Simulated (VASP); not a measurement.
The system is Bi.

```
Bi
1.0
     2.26750    1.30914    3.93800
    -2.26750    1.30914    3.93800
     0.00000   -2.61828    3.93800
Bi
2
Direct
  0.23400 0.23400 0.23400
  0.76600 0.76600 0.76600
```

| Item | Value |
| --- | --- |
| Program | VASP 6.6.1 |
| Task | relaxation of cell and atoms |
| Functional | PBE |
| Potentials or basis | VASP PAW PBE potentials, release 64 (Bi_d) |
| Cutoff | 600 eV |
| k mesh | 6 × 6 × 6 |
| Occupations | fermi-dirac, width 0.1 eV |
| Spin | no spin polarisation |

At the start: pressure 2.1 GPa; volume 35.07 Å³/atom.

Question: How do energy, volume and symmetry change on relaxing?

Answer: Over 10 steps the energy falls by 11.3 meV/atom and the volume is 36.99 Å³/atom (+5.5 %); space group R-3m (No. 166, to 0.05 Å).

Step by step:
```tsv
step	energy change (eV)	largest force (eV/Å)	pressure (GPa)	volume (Å³)
1	0.0000	0.1277	2.14	70.14
2	-0.0133	0.1979	-1.04	75.01
3	-0.0199	0.0838	0.05	73.16
4	-0.0199	0.0886	-0.01	73.22
5	-0.0208	0.0701	-0.02	73.37
6	-0.0223	0.0137	-0.03	73.81
7	-0.0225	0.0102	-0.02	73.99
8	-0.0225	0.0073	0.03	73.90
9	-0.0225	0.0062	0.03	73.88
10	-0.0225	0.0070	-0.03	73.98
```

Final structure:
```
Bi
1.0
     2.29221    1.32341    4.06466
    -2.29221    1.32341    4.06466
     0.00000   -2.64682    4.06466
Bi
2
Direct
  0.23282 0.23282 0.23282
  0.76718 0.76718 0.76718
```
